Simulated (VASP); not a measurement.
# Ga2O3 (R-3c) in VASP: a series of runs

Runs on Ga2O3. Level: r2SCAN. Tasks: single point.

Program: VASP 6.6.1. These are calculated values, not measurements. Logs are shortened: lines on timing, memory, paths and dates and some standing lists are left out, and cuts for length are marked.

## (1) The cell of the first run

Symmetry: R-3c, No. 167, trigonal system. The conventional cell has a = 5.134 Å, b = 5.134 Å, c = 13.845 Å, α = 90.00°, β = 90.00°, γ = 120.00°. Ga (site symmetry 3) has 6 O at 1.98 to 2.14 Å within 2.6 Å. O (site symmetry 2) has 4 Ga at 1.98 to 2.14 Å and 4 O at 2.70 to 2.80 Å within 2.8 Å.

## (2) Single point, r2SCAN (strain +3.0%)

Input file POSCAR:

```
Ga2O3
1.0
    2.5670275364      1.4820740391      4.6150633403
   -2.5670275364      1.4820740391      4.6150633403
    0.0000000000     -2.9641480783      4.6150633403
Ga O
4 6
Direct
    0.8554937976      0.8554937976      0.8554937976
    0.3554937976      0.3554937976      0.3554937976
    0.1445062024      0.1445062024      0.1445062024
    0.6445062024      0.6445062024      0.6445062024
    0.4464898635      0.0535101365      0.7500000000
    0.0535101365      0.7500000000      0.4464898635
    0.5535101365      0.9464898635      0.2500000000
    0.2500000000      0.5535101365      0.9464898635
    0.9464898635      0.2500000000      0.5535101365
    0.7500000000      0.4464898635      0.0535101365
```

Input file INCAR.step1:

```
SYSTEM = Ga2O3
  PREC = Accurate
  ENCUT = 520
  ISMEAR = 0
  SIGMA = 0.01
  LREAL = .FALSE.
  LASPH = .TRUE.
  NELM = 60
  NBANDS = 55
  GGA = PE
  ALGO = Normal
  EDIFF = 1E-4
  LWAVE = .TRUE.
  LCHARG = .FALSE.
```

Input file INCAR.step2:

```
SYSTEM = Ga2O3
  PREC = Accurate
  ENCUT = 520
  EDIFF = 1E-6
  ISMEAR = 0
  SIGMA = 0.01
  LREAL = .FALSE.
  LASPH = .TRUE.
  NELM = 60
  ALGO = Normal
  ISIF = 2
  LWAVE = .FALSE.
  LCHARG = .TRUE.
  METAGGA = R2SCAN
  LMIXTAU = .TRUE.
  LELF = .TRUE.
  LVHAR = .TRUE.
  NBANDS = 55
  ISTART = 1
```

Input file KPOINTS:

```
Automatic mesh
0
G
  6 6 6
  0 0 0
```

Potentials or basis: VASP PAW PBE potentials, release 64 (Ga_d, O).

Run with:

```bash
> cat potpaw_PBE.64/Ga_d/POTCAR potpaw_PBE.64/O/POTCAR > POTCAR
> cp INCAR.step1 INCAR
> mpirun -np 1 vasp_std > vasp.out
> cp INCAR.step2 INCAR
> mpirun -np 1 vasp_std > vasp.out
```

OUTCAR:

```text
SYSTEM = Ga2O3
   PREC = Accurate
   ENCUT = 520
   EDIFF = 1E-6
   ISMEAR = 0
   LREAL = .FALSE.
   LASPH = .TRUE.
   NELM = 60
   ISIF = 2
   METAGGA = R2SCAN
   ISTART = 1

 ion  position               nearest neighbor table
   1  0.855  0.855  0.855-   9 1.98   7 1.98   8 1.98  10 2.14   6 2.14   5 2.14
   2  0.355  0.355  0.355-  10 1.98   5 1.98   6 1.98   9 2.14   8 2.14   7 2.14
   3  0.145  0.145  0.145-   6 1.98   5 1.98  10 1.98   8 2.14   9 2.14   7 2.14
   4  0.645  0.645  0.645-   8 1.98   7 1.98   9 1.98   6 2.14  10 2.14   5 2.14
   5  0.446  0.054  0.750-   2 1.98   3 1.98   1 2.14   4 2.14
   6  0.054  0.750  0.446-   3 1.98   2 1.98   4 2.14   1 2.14
   7  0.554  0.946  0.250-   1 1.98   4 1.98   3 2.14   2 2.14
   8  0.250  0.554  0.946-   4 1.98   1 1.98   3 2.14   2 2.14
   9  0.946  0.250  0.554-   1 1.98   4 1.98   2 2.14   3 2.14
  10  0.750  0.446  0.054-   2 1.98   3 1.98   1 2.14   4 2.14

  LATTYP: Found a trigonal (rhomboedric) cell.
 ALAT       =     5.4849779822
 COS(alpha) =     0.5619322590

  Lattice vectors:

 A1 = (   2.5670275364,   1.4820740391,   4.6150633403)
 A2 = (  -2.5670275364,   1.4820740391,   4.6150633403)
 A3 = (   0.0000000000,  -2.9641480783,   4.6150633403)

Analysis of symmetry for initial positions (statically):
=====================================================================
 Subroutine PRICEL returns:
 Original cell was already a primitive cell.

 Routine SETGRP: Setting up the symmetry group for a
 trigonal (rhombohedral) supercell.

 Subroutine GETGRP returns: Found 12 space group operations
 (whereof  6 operations were pure point group operations)
 out of a pool of 12 trial point group operations.

The static configuration has the point symmetry S_6 .
 The point group associated with its full space group is D_3d.

Analysis of symmetry for dynamics (positions and initial velocities):
=====================================================================
 Subroutine PRICEL returns:
 Original cell was already a primitive cell.

 Routine SETGRP: Setting up the symmetry group for a
 trigonal (rhombohedral) supercell.

 Subroutine GETGRP returns: Found 12 space group operations
 (whereof  6 operations were pure point group operations)
 out of a pool of 12 trial point group operations.

The dynamic configuration has the point symmetry S_6 .
 The point group associated with its full space group is D_3d.

 Subroutine INISYM returns: Found 12 space group operations
 (whereof  6 operations are pure point group operations),
 and found     1 'primitive' translations

----------------------------------------------------------------------------------------

                                     Primitive cell

  volume of cell :     105.3487

  direct lattice vectors                    reciprocal lattice vectors
     2.567027536  1.482074039  4.615063340     0.194777809  0.112455021  0.072227250
    -2.567027536  1.482074039  4.615063340    -0.194777809  0.112455021  0.072227250
     0.000000000 -2.964148078  4.615063340     0.000000000 -0.224910041  0.072227250

  length of vectors
     5.484977982  5.484977982  5.484977982     0.236222993  0.236222993  0.236222993

  position of ions in fractional coordinates (direct lattice)
     0.855493798  0.855493798  0.855493798
     0.355493798  0.355493798  0.355493798
     0.144506202  0.144506202  0.144506202
     0.644506202  0.644506202  0.644506202
     0.446489863  0.053510137  0.750000000
     0.053510137  0.750000000  0.446489863
     0.553510137  0.946489863  0.250000000
     0.250000000  0.553510137  0.946489863
     0.946489863  0.250000000  0.553510137
     0.750000000  0.446489863  0.053510137

  ion indices of the primitive-cell ions
   primitive index   ion index
                 1           1
                 2           2
                 3           3
                 4           4
                 5           5
                 6           6
                 7           7
                 8           8
                 9           9
                10          10

----------------------------------------------------------------------------------------

 KPOINTS: Automatic mesh

Automatic generation of k-mesh.
 Grid dimensions read from file:
 generate k-points for:    6    6    6

 Generating k-lattice:

  Cartesian coordinates                     Fractional coordinates (reciprocal lattice)
     0.032462968  0.018742503  0.012037875     0.166666667 -0.000000000  0.000000000
    -0.032462968  0.018742503  0.012037875    -0.000000000  0.166666667  0.000000000
     0.000000000 -0.037485007  0.012037875     0.000000000  0.000000000  0.166666667

  Length of vectors
     0.039370499  0.039370499  0.039370499

  Shift w.r.t. Gamma in fractional coordinates (k-lattice)
     0.000000000  0.000000000  0.000000000

 Subroutine IBZKPT returns following result:
 ===========================================

 Found     32 irreducible k-points:

 Following reciprocal coordinates:
            Coordinates               Weight
  0.000000  0.000000  0.000000      1.000000
  0.166667 -0.000000 -0.000000      6.000000
  0.333333  0.000000 -0.000000      6.000000
  0.500000 -0.000000  0.000000      3.000000
  0.166667  0.166667 -0.000000      6.000000
  0.333333  0.166667 -0.000000     12.000000
[... 16 lines left out ...]
  0.500000  0.500000  0.166667      6.000000
 -0.333333  0.500000  0.166667     12.000000
 [... further k-points ...]
   k-points           NKPTS =     32   k-points in BZ     NKDIM =     32   number of bands    NBANDS=     55
   number of dos      NEDOS =    301   number of ions     NIONS =     10
   total plane-waves  NPLWV =  74088
   dimension x,y,z NGX =    42 NGY =   42 NGZ =   42
   dimension x,y,z NGXF=    84 NGYF=   84 NGZF=   84
   ions per type =               4   6
   NGX,Y,Z   is equivalent  to a cutoff of  12.73, 12.73, 12.73 a.u.
   NGXF,Y,Z  is equivalent  to a cutoff of  25.46, 25.46, 25.46 a.u.
 SYSTEM =  Ga2O3
   PREC   = accura    normal or accurate (medium, high low for compatibility)
   ISTART =      1    job   : 0-new  1-cont  2-samecut
   ICHARG =      0    charge: 1-file 2-atom 10-const
   ISPIN  =      1    spin polarized calculation?
   LNONCOLLINEAR =      F non collinear calculations
   LSORBIT =      F    spin-orbit coupling
   LASPH  =      T    aspherical Exc in radial PAW
   ENCUT  =  520.0 eV  38.22 Ry    6.18 a.u.  10.20 10.20 10.20*2*pi/ulx,y,z
   NELM   =     60;   NELMIN=  2; NELMDL=  0     # of ELM steps
   EDIFF  = 0.1E-05   stopping-criterion for ELM
   LREAL  =      F    real-space projection
   EDIFFG = 0.1E-04   stopping-criterion for IOM
   NSW    =      0    number of steps for IOM
   IBRION =     -1    ionic relax: 0-MD 1-quasi-New 2-CG
   NFREE  =      0    steps in history (QN), initial steepest desc. (CG)
   ISIF   =      2    stress and relaxation
   ISYM   =      2    0-nonsym 1-usesym 2-fastsym
   POTIM  = 0.5000    time-step for ionic-motion
   TEBEG  =    0.0;   TEEND  =   0.0 temperature during run
   PSTRESS=    0.0 pullay stress
   NELECT =      88.0000    total number of electrons
   NUPDOWN=      -1.0000    fix difference up-down
   EMIN   =  10.00;   EMAX   =-10.00  energy-range for DOS
   EFERMI =   0.00;   METHOD = LEGACY
   ISMEAR =     0;   SIGMA  =   0.01  broadening in eV -4-tet -1-fermi 0-gaus
   EFERMI_NEDOS =   21; number of points for ismear=-14 and -15
   IALGO  =     38    algorithm
   IMIX   =      4    mixing-type and parameters
     AMIX     =   0.40;   BMIX     =  1.00
     AMIX_MAG =   1.60;   BMIX_MAG =  1.00
  volume/ion in A,a.u.               =      10.53        71.09
  Fermi-wavevector in a.u.,A,eV,Ry     =   1.541793  2.913565 32.342739  2.377124
  Thomas-Fermi vector in A             =   2.647688
   LORBIT       =      0    0 simple, 1 ext, 2 COOP (PROOUT), +10 PAW based schemes
   METAGGA = R2SCAN    functional components
   LHFCALC =     F    Hartree Fock is set to
   AEXX    =    0.0000 exact exchange contribution
   IVDW    =     0    specifies the selected vdW correction
   LEPSILON=     F    determine dielectric tensor
   LRPA    =     F    only Hartree local field effects (RPA)
 non-spin polarized calculation
 Gauss-broadening in eV      SIGMA  =   0.01
  energy-cutoff  :      520.00
  volume of cell :      105.35
 maximum number of plane-waves:      2864
 NGX is ok and might be reduce to    42
   NGX = 21   NGY = 21   NGZ = 21

 number of electron      88.0000013 magnetization

 Free energy of the ion-electron system (eV)
  ---------------------------------------------------
  ext. energy  EPLUGINS =         0.00000000
  ---------------------------------------------------
  free energy    TOTEN  =      -101.90291764 eV

  energy without entropy =     -101.90291764  energy(sigma->0) =     -101.90291764

 E-fermi :   3.3235     XC(G=0): -12.6123

 val. band max:        3.2208955438   @ k =  -0.1667   0.1667   0.0000
 cond. band min:       5.8089321101   @ k =   0.0000   0.0000   0.0000
 fundamental gap:      2.5880365663
 Fermi energy:         3.3234838256

 k-point     1 :       0.0000    0.0000    0.0000
  band No.  band energies     occupation
      1     -16.0365      2.00000
      2     -14.3650      2.00000
      3     -14.3622      2.00000
      4     -14.3622      2.00000
      5     -14.3426      2.00000
      6     -14.3426      2.00000
[... 47 lines left out ...]
     54      14.6687      0.00000
     55      15.6597      0.00000

 k-point     2 :       0.1667   -0.0000   -0.0000
  band No.  band energies     occupation
      1     -15.9294      2.00000
      2     -14.4893      2.00000
      3     -14.3770      2.00000
      4     -14.3758      2.00000
      5     -14.3424      2.00000
      6     -14.3329      2.00000
[... 47 lines left out ...]
     54      15.2607      0.00000
     55      15.4847      0.00000

 k-point     3 :       0.3333    0.0000   -0.0000
  band No.  band energies     occupation
      1     -15.6316      2.00000
      2     -14.7944      2.00000
      3     -14.4065      2.00000
      4     -14.4060      2.00000
      5     -14.3431      2.00000
      6     -14.3387      2.00000
[... 1152 lines left out ...]
 k-point    23 :       0.5000    0.5000    0.1667
  band No.  band energies     occupation
      1     -15.3286      2.00000
      2     -14.8516      2.00000
      3     -14.6024      2.00000
      4     -14.4474      2.00000
      5     -14.4192      2.00000
      6     -14.3325      2.00000
[... 47 lines left out ...]
     54      15.6906      0.00000
     55      15.7676      0.00000

 k-point    24 :      -0.3333    0.5000    0.1667
  band No.  band energies     occupation
      1     -15.1709      2.00000
      2     -14.9121      2.00000
      3     -14.6566      2.00000
      4     -14.5527      2.00000
      5     -14.3692      2.00000
      6     -14.3259      2.00000
[... 47 lines left out ...]
     54      15.5320      0.00000
     55      15.8067      0.00000

 [... further k-points ...]

------------------------ aborting loop because EDIFF is reached ----------------------------------------

  FORCE on cell =-STRESS in cart. coord.  units (eV):
  Direction    XX          YY          ZZ          XY          YZ          ZX
  --------------------------------------------------------------------------------------
  -------------------------------------------------------------------------------------
  Total      -10.8218707    -10.8218707     -9.7510656      0.0000000      0.0000000      0.0000000
  in kB     -164.5824720   -164.5824720   -148.2973248      0.0000000      0.0000000      0.0000000
  external PRESSURE =    -159.1540896 kB  Pullay stress =       0.0000000 kB

 VOLUME and BASIS-vectors are now :
 -----------------------------------------------------------------------------
  energy-cutoff  :      520.00
  volume of cell :      105.35
      direct lattice vectors                 reciprocal lattice vectors
     2.567027536  1.482074039  4.615063340     0.194777809  0.112455021  0.072227250
    -2.567027536  1.482074039  4.615063340    -0.194777809  0.112455021  0.072227250
     0.000000000 -2.964148078  4.615063340     0.000000000 -0.224910041  0.072227250

 POSITION                                       TOTAL-FORCE (eV/Angst)
 -----------------------------------------------------------------------------------
      0.00000     -0.00000     11.84447         0.000000      0.000000     -0.019724
      0.00000     -0.00000      4.92188         0.000000      0.000000     -0.019724
      0.00000     -0.00000      2.00072         0.000000     -0.000000      0.019724
      0.00000     -0.00000      8.92331         0.000000     -0.000000      0.019724
      1.00879     -1.48207      5.76883         0.027662      0.000000      0.000000
     -1.78791     -0.13260      5.76883        -0.013831     -0.023956      0.000000
     -1.00879      1.48207      8.07636        -0.027662     -0.000000      0.000000
     -0.77912     -1.61467      8.07636         0.013831     -0.023956      0.000000
      1.78791      0.13260      8.07636         0.013831      0.023956      0.000000
      0.77912      1.61467      5.76883        -0.013831      0.023956      0.000000
 -----------------------------------------------------------------------------------
    total drift:                               -0.000000     -0.000000      0.000000

  FREE ENERGIE OF THE ION-ELECTRON SYSTEM (eV)
  ---------------------------------------------------
  free  energy   TOTEN  =      -101.9029176357 eV

  energy  without entropy=     -101.9029176357  energy(sigma->0) =     -101.90291764
```

Wall time 11 min (1 thread of Intel Xeon Platinum 8488C (Sapphire Rapids), shared host); peak memory 0.35 GiB.

What came out:

```yaml
Free_energy: -101.9029 eV
Pressure: -15.9 GPa
Largest_force: 0.028 eV/Å
Band_gap_on_the_k_mesh: 2.59 eV (least direct gap 2.81 eV)
```

Forces in eV/Å, atoms in the order of the input:
```
Ga   0.000  0.000 -0.020
Ga   0.000  0.000 -0.020
Ga   0.000  0.000  0.020
Ga   0.000  0.000  0.020
O    0.028  0.000  0.000
O   -0.014 -0.024  0.000
O   -0.028  0.000  0.000
O    0.014 -0.024  0.000
O    0.014  0.024  0.000
O   -0.014  0.024  0.000
```

Stress tensor (GPa, compression positive):
```
-16.46   0.00   0.00
  0.00 -16.46   0.00
  0.00   0.00 -14.83
```

Caveat: the cell differs from its parent crystal (strain +3.0%); the cell stands under tension; the PAW data sets were made with another functional, which shifts forces and pressure a little.

(Continued in part 2 of 2.)
